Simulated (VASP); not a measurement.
## GaN: vibrations by perturbation theory with LDA

Crystal: GaN.

```
Ga N
1.0
     3.07295    0.00000    0.00000
    -1.53647    2.66125    0.00000
     0.00000    0.00000    5.01276
Ga N
2 2
Direct
  0.33333 0.66667 0.99948
  0.66667 0.33333 0.49948
  0.33333 0.66667 0.37552
  0.66667 0.33333 0.87552
```

```
Program                : VASP 6.6.1
Task                   : vibrations by perturbation theory
Functional             : LDA
Potentials or basis    : VASP PAW LDA potentials, release 64 (Ga_d, N)
Cutoff                 : 520 eV
k mesh                 : 12 × 12 × 6
Occupations            : gaussian, width 0.01 eV
Spin                   : no spin polarisation
Dipole correction      : no
Further INCAR settings : ALGO = Normal; EDIFF = 1e-08; NBANDS = 26; IBRION = 8; NSW = 1
```

| Quantity | Value |
| --- | --- |
| Electronic dielectric tensor (diagonal) | 5.26, 5.26, 5.43 |
| Born charges (mean of the diagonal) | Ga +2.59; N -2.59 e |
| Highest phonon frequency at Γ, LO-TO splitting left out | 775 cm⁻¹ |

Phonon frequencies in cm⁻¹ (negative: imaginary):
```csv
q point,frequencies
"(0.000, 0.000, 0.000)",0 0 0 132 132 365 611 630 630 645 645 775
```

Electronic dielectric tensor:
```
5.26 0.00 0.00
0.00 5.26 0.00
0.00 0.00 5.43
```

Born effective charge tensors (e):
atom 1, Ga
```
2.54 0.00 0.00
0.00 2.54 0.00
0.00 0.00 2.67
```
atom 2, Ga
```
2.54 0.00 0.00
0.00 2.54 0.00
0.00 0.00 2.67
```
atom 3, N
```
-2.54  0.00  0.00
 0.00 -2.54  0.00
 0.00  0.00 -2.67
```
atom 4, N
```
-2.54  0.00  0.00
 0.00 -2.54  0.00
 0.00  0.00 -2.67
```

Run time: 16 min on 1 thread of Intel(R) Xeon(R) 6975P-C (Granite Rapids), on a shared host, peak memory 0.96 GiB.

Caveat: the cell stands under pressure or tension, which shifts response properties.
